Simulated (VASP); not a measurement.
A run of VASP 6.6.1:

POSCAR

```
GaIr
1.0
    3.0040000000      0.0000000000      0.0000000000
    0.0000000000      3.0040000000      0.0000000000
    0.0000000000      0.0000000000      3.0040000000
Ga Ir
1 1
Direct
    0.0000000000      0.0000000000      0.0000000000
    0.5000000000      0.5000000000      0.5000000000
```

File INCAR.step1:

```
ALGO     = Normal         # electronic algorithm
EDIFF    = 1E-4           # SCF threshold, eV
ENCUT    = 600            # plane-wave cutoff, eV
GGA      = PE             # functional
ISMEAR   = -1             # smearing method
LASPH    = True           # aspherical terms in the spheres
LCHARG   = False          # write CHGCAR
LREAL    = False          # projectors in reciprocal space
LWAVE    = True           # write WAVECAR
NELM     = 100            # most SCF steps
PREC     = Accurate       # precision mode
SIGMA    = 0.1            # smearing width, eV
```

Contents of INCAR.step2:

```
ALGO     = Normal         # electronic algorithm
EDIFF    = 1E-6           # SCF threshold, eV
EDIFFG   = -0.01          # ionic threshold
ENCUT    = 600            # plane-wave cutoff, eV
IBRION   = 2              # ionic algorithm
ISIF     = 3              # what is computed and relaxed
ISMEAR   = -1             # smearing method
ISTART   = 1            
LASPH    = True           # aspherical terms in the spheres
LCHARG   = False          # write CHGCAR
LMIXTAU  = True         
LREAL    = False          # projectors in reciprocal space
LWAVE    = False          # write WAVECAR
METAGGA  = R2SCAN         # meta-GGA
NELM     = 100            # most SCF steps
NSW      = 80             # ionic steps
PREC     = Accurate       # precision mode
SIGMA    = 0.1            # smearing width, eV
```

KPOINTS

```
k-points
0
Gamma
  7 7 7
```

Potentials or basis: VASP PAW PBE potentials, release 64 (Ga_d, Ir).

Launch:

```sh
$ cat potpaw_PBE.64/Ga_d/POTCAR potpaw_PBE.64/Ir/POTCAR > POTCAR
$ cp INCAR.step1 INCAR
$ mpirun -np 1 vasp_std > vasp.out
$ cp INCAR.step2 INCAR
$ mpirun -np 1 vasp_std > vasp.out
```

Hardware: 1 thread of AMD EPYC 7R13, with other jobs on the host.

Task: Estimate the wall time of this run.

Result: It took 2.4 min on 1 thread of AMD EPYC 7R13, with other jobs on the host, peak memory 0.13 GiB. Counts: k points 20, ion steps 3.
